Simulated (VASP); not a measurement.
# Re (Im-3m) in VASP: a series of runs, part 2 of 2

VASP 6.6.1.

## 3. Single point, PBE

This run uses another cell than the first one, of 13.76 Å³/atom.

Input file INCAR:

```
PREC = Accurate
ENCUT = 600
EDIFF = 1E-6
ISMEAR = 1
SIGMA = 0.1
LREAL = False
LASPH = True
NELM = 120
ALGO = Normal
ISIF = 2
LWAVE = False
LCHARG = False
GGA = PE
NBANDS = 10
GGA_COMPAT = False
```

Input file KPOINTS:

```
regular mesh
0
Gamma
  11 11 11
```

Input file POSCAR:

```
Re
1.0
   -1.5095652739      1.5095652739      1.5095652739
    1.5095652739     -1.5095652739      1.5095652739
    1.5095652739      1.5095652739     -1.5095652739
Re
1
Direct
    0.0000000000      0.0000000000      0.0000000000
```

Potentials or basis: VASP PAW PBE potentials, release 64 (Re).

Run with:

```console
$ cat potpaw_PBE.64/Re/POTCAR > POTCAR
$ mpirun -np 1 vasp_std > vasp.out
```

It took 8.8 s on 1 thread of AMD EPYC 9R45 (Zen 5), shared host; peak memory 0.11 GiB.

Results (log left out):

```
Free energy            : -11.9579 eV
Pressure               : 40.3 GPa
Band gap on the k mesh : zero (an odd number of electrons rules out a gap without spin polarisation)
```

Levels at points of the mesh, in eV from the Fermi level:
| k point | band 1 | band 2 | band 3 | band 4 | band 5 | band 6 | band 7 |
| --- | --- | --- | --- | --- | --- | --- | --- |
| (0.00, 0.00, 0.00) | -11.39 | -3.05 | -3.05 | -3.05 | 0.75 | 0.75 | 15.60 |

Caveat: the cell stands under pressure; spin-orbit coupling is left out, which moves the levels of the heavy elements.

## 4. Single point, PBE

This run uses another cell than the first one, of 13.28 Å³/atom.

Input file INCAR:

```
PREC     = Accurate       # precision mode
ENCUT    = 600            # plane-wave cutoff, eV
EDIFF    = 1E-6           # SCF threshold, eV
ISMEAR   = 1              # smearing method
SIGMA    = 0.1            # smearing width, eV
LREAL    = False          # projectors in reciprocal space
LASPH    = True           # aspherical terms in the spheres
NELM     = 120            # most SCF steps
ALGO     = Normal         # electronic algorithm
ISIF     = 2              # what is computed and relaxed
LWAVE    = False          # write WAVECAR
LCHARG   = True           # write CHGCAR
GGA      = PE             # functional
LELF     = True           # ELF
LVHAR    = True         
NBANDS   = 10             # bands
GGA_COMPAT= False
```

KPOINTS is that of step 3.

Input file POSCAR:

```
Re
1.0
   -1.4917722052      1.4917722052      1.4917722052
    1.4917722052     -1.4917722052      1.4917722052
    1.4917722052      1.4917722052     -1.4917722052
Re
1
Direct
    0.0000000000      0.0000000000      0.0000000000
```

Potentials or basis: VASP PAW PBE potentials, release 64 (Re).

Run with:

```console
$ cat potpaw_PBE.64/Re/POTCAR > POTCAR
$ mpirun -np 1 vasp_std > vasp.out
```

OUTCAR:

```text
PREC = Accurate
   ENCUT = 600
   EDIFF = 1E-6
   ISMEAR = 1
   LREAL = False
   LASPH = True
   NELM = 120
   ISIF = 2
   GGA = PE

 ion  position               nearest neighbor table
   1  0.000  0.000  0.000-

  LATTYP: Found a body centered cubic cell.
 ALAT       =     2.9835444104

  Lattice vectors:

 A1 = (  -1.4917722052,   1.4917722052,   1.4917722052)
 A2 = (   1.4917722052,  -1.4917722052,   1.4917722052)
 A3 = (   1.4917722052,   1.4917722052,  -1.4917722052)

Analysis of symmetry for initial positions (statically):
=====================================================================
 Subroutine PRICEL returns:
 Original cell was already a primitive cell.

 Routine SETGRP: Setting up the symmetry group for a
 body centered cubic supercell.

 Subroutine GETGRP returns: Found 48 space group operations
 (whereof 48 operations were pure point group operations)
 out of a pool of 48 trial point group operations.

The static configuration has the point symmetry O_h .

Analysis of symmetry for dynamics (positions and initial velocities):
[... 164 lines left out ...]

 k-point     1 :       0.0000    0.0000    0.0000
  band No.  band energies     occupation
      1      -1.3555      2.00000
      2       7.1188      2.00000
      3       7.1188      2.00000
      4       7.1188      2.00000
      5      11.0893     -0.00000
      6      11.0893     -0.00000
      7      25.9675      0.00000
      8      25.9675      0.00000
      9      25.9675      0.00000
     10      39.6802      0.00000
[... 287 lines left out ...]
 k-point    24 :       0.3636    0.1818    0.0909
  band No.  band energies     occupation
      1       3.5821      2.00000
      2       4.7504      2.00000
      3       7.5778      2.00000
      4      11.6084     -0.00000
      5      12.2089     -0.00000
      6      19.2766      0.00000
      7      19.3753      0.00000
      8      23.9468      0.00000
      9      26.1836      0.00000
     10      35.7836      0.00000

 [... further k-points ...]

------------------------ aborting loop because EDIFF is reached ----------------------------------------

  FORCE on cell =-STRESS in cart. coord.  units (eV):
  Direction    XX          YY          ZZ          XY          YZ          ZX
  --------------------------------------------------------------------------------------
  -------------------------------------------------------------------------------------
  Total        5.0323030      5.0323030      5.0323030      0.0000000      0.0000000      0.0000000
  in kB      607.1693517    607.1693517    607.1693517      0.0000000      0.0000000      0.0000000
  external PRESSURE =     607.1693517 kB  Pullay stress =       0.0000000 kB

 VOLUME and BASIS-vectors are now :
 -----------------------------------------------------------------------------
  energy-cutoff  :      600.00
  volume of cell :       13.28
      direct lattice vectors                 reciprocal lattice vectors
    -1.491772205  1.491772205  1.491772205     0.000000000  0.335171817  0.335171817
     1.491772205 -1.491772205  1.491772205     0.335171817  0.000000000  0.335171817
     1.491772205  1.491772205 -1.491772205     0.335171817  0.335171817  0.000000000

 POSITION                                       TOTAL-FORCE (eV/Angst)
 -----------------------------------------------------------------------------------
      0.00000      0.00000      0.00000         0.000000     -0.000000     -0.000000
 -----------------------------------------------------------------------------------
    total drift:                                0.000000      0.000000      0.000000

  FREE ENERGIE OF THE ION-ELECTRON SYSTEM (eV)
  ---------------------------------------------------
  free  energy   TOTEN  =       -11.8072450646 eV

  energy  without entropy=      -11.8072940769  energy(sigma->0) =      -11.80726140
```

stdout:

```text
POSCAR found type information on POSCAR Re
 POSCAR found :  1 types and       1 ions
 scaLAPACK will be used
 LDA part: xc-table for (Slater+PW92), standard interpolation
 POSCAR, INCAR and KPOINTS ok, starting setup
 FFT: planning ... GRIDC
 FFT: planning ... GRID_SOFT
 FFT: planning ... GRID
 WAVECAR not read
 entering main loop
```

Run time: 9.2 s. Hardware: 1 thread of AMD EPYC 9R45 (Zen 5), shared host; peak memory 0.11 GiB.

What came out:

| Property | Result |
| --- | --- |
| Free energy | -11.8072 eV |
| Pressure | 60.7 GPa |
| Band gap on the k mesh | zero (an odd number of electrons rules out a gap without spin polarisation) |

Caveat: the cell stands under pressure; spin-orbit coupling is left out, which moves the levels of the heavy elements.

## 5. Single point, PBE

This run uses another cell than the first one, of 15.09 Å³/atom.

Input file INCAR:

```
ALGO = Normal
EDIFF = 1E-6
ENCUT = 600
GGA = PE
GGA_COMPAT = False
ISIF = 2
ISMEAR = 1
LASPH = True
LCHARG = False
LREAL = False
LWAVE = False
NBANDS = 10
NELM = 120
PREC = Accurate
SIGMA = 0.1
```

Input file KPOINTS:

```
k-points
0
Gamma
  11 11 11
```

Input file POSCAR:

```
Re
1.0
   -1.5565537358      1.5565537358      1.5565537358
    1.5565537358     -1.5565537358      1.5565537358
    1.5565537358      1.5565537358     -1.5565537358
Re
1
Direct
    0.0000000000      0.0000000000      0.0000000000
```

Run with:

```console
$ cat potpaw_PBE.64/Re/POTCAR > POTCAR
$ mpirun -np 1 vasp_std > vasp.out
```

It took 8.9 s on 1 thread of AMD EPYC 9R45 (Zen 5), shared host; peak memory 0.11 GiB.

The run converged. Its results:

```
Free energy            : -12.1096 eV
Pressure               : -0.4 GPa
Band gap on the k mesh : zero (an odd number of electrons rules out a gap without spin polarisation)
```

Levels at points of the mesh, in eV from the Fermi level:
| k point | band 1 | band 2 | band 3 | band 4 | band 5 | band 6 | band 7 | band 8 |
| --- | --- | --- | --- | --- | --- | --- | --- | --- |
| (0.00, 0.00, 0.00) | -10.65 | -2.70 | -2.70 | -2.70 | 0.69 | 0.69 | 15.46 | 15.46 |

Caveat: spin-orbit coupling is left out, which moves the levels of the heavy elements.

## 6. Summary

| cell | gap on the mesh (eV) | pressure (GPa) |
| --- | --- | --- |
| a = 2.651 Å, angles 109.5°, 1 atom | none | 19.9 |
| a = 2.615 Å, angles 109.5°, 1 atom | none | 40.3 |
| a = 2.584 Å, angles 109.5°, 1 atom | none | 60.7 |
| a = 2.696 Å, angles 109.5°, 1 atom | none | -0.4 |

Alike in all rows: task single point; level PBE; potentials or basis VASP PAW PBE potentials, release 64 (Re); no spin polarisation; k mesh 11 × 11 × 11; cutoff (eV) 600; smearing methfessel-paxton 0.1 eV.

Caveats: spin-orbit coupling is left out, which moves the levels of the heavy elements; the cell stands under pressure (at least some runs).

Total energies depend on the potentials used, so only differences within one code and one set of settings carry meaning.
